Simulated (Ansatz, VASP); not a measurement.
SnS4 in VASP and in Ansatz

INCAR

```
PREC = Accurate ; ENCUT = 600
EDIFF = 1E-7 ; ISMEAR = 0
SIGMA = 0.1 ; LREAL = F
LASPH = T ; NELM = 100
ALGO = Normal ; ISIF = 3
LWAVE = F ; LCHARG = F
GGA = PE ; IBRION = 2
NSW = 90 ; EDIFFG = -0.04
```

File KPOINTS:

```
regular mesh
0
Gamma
  4 4 4
```

File POSCAR:

```
SnS4
1.0
   -3.2704712000      3.2704712000      3.2704712000
    3.2704712000     -3.2704712000      3.2704712000
    3.2704712000      3.2704712000     -3.2704712000
Sn S
1 4
Direct
    0.0000000000      0.0000000000      0.0000000000
    0.0000000000      0.6305807800      0.0000000000
    0.3694192200      0.3694192200      0.3694192200
    0.0000000000      0.0000000000      0.6305807800
    0.6305807800      0.0000000000      0.0000000000
```

Input for Ansatz:

```yaml
crystal:
  lattice:
    - [-3.2704712, 3.2704712, 3.2704712]
    - [3.2704712, -3.2704712, 3.2704712]
    - [3.2704712, 3.2704712, -3.2704712]
  atoms:
    - { symbol: Sn, position: [0.0, 0.0, 0.0] }
    - { symbol: S, position: [0.0, 0.63058078, 0.0] }
    - { symbol: S, position: [0.36941922, 0.36941922, 0.36941922] }
    - { symbol: S, position: [0.0, 0.0, 0.63058078] }
    - { symbol: S, position: [0.63058078, 0.0, 0.0] }
basis:
  ecutwfc: 420
kpoints:
  mp_grid: { grid: [4, 4, 4] }
hamiltonian:
  xc: pbe
scf:
  occupations: { method: gaussian, width: 0.1 }
  lower_state_search: "off"
output:
  forces: true
  stress: true
  eigenvalues: true
relax:
  adjacent_minimum: "off"
  f_tol: 0.04
  max_steps: 70
  cell: { stress_tol: 0.4 }
```

Change from the starting cell: species swapped into the GeF4 type (I-43m, No. 217).

Alike in both runs: task relaxation of cell and atoms; functional PBE; k mesh 4 × 4 × 4; occupations gaussian, width 0.1 eV; no spin polarisation.

|  | VASP | Ansatz |
| --- | --- | --- |
| version | VASP 6.6.1 | Ansatz 0.2.0 |
| potentials or method | VASP PAW PBE potentials, release 64 (Sn_d, S), cutoff 600 eV | scalar-relativistic, plane waves, PAW |
| valence electrons in the cell | 38 | 38 |

VASP gave:

```
gap on the k mesh at the Fermi level, each at its own relaxed structure (eV) : none
relaxed volume (Å³/atom)                                                     : 24.54
relaxed cell length with the largest relative difference (Å)                 : 5.422
```

Estimate Ansatz's values.

gap on the k mesh at the Fermi level, each at its own relaxed structure (eV): none; relaxed volume (Å³/atom): 24.55; relaxed cell length with the largest relative difference (Å): 5.423.

A gap of «none» marks a metal or a gap that the smearing closes.
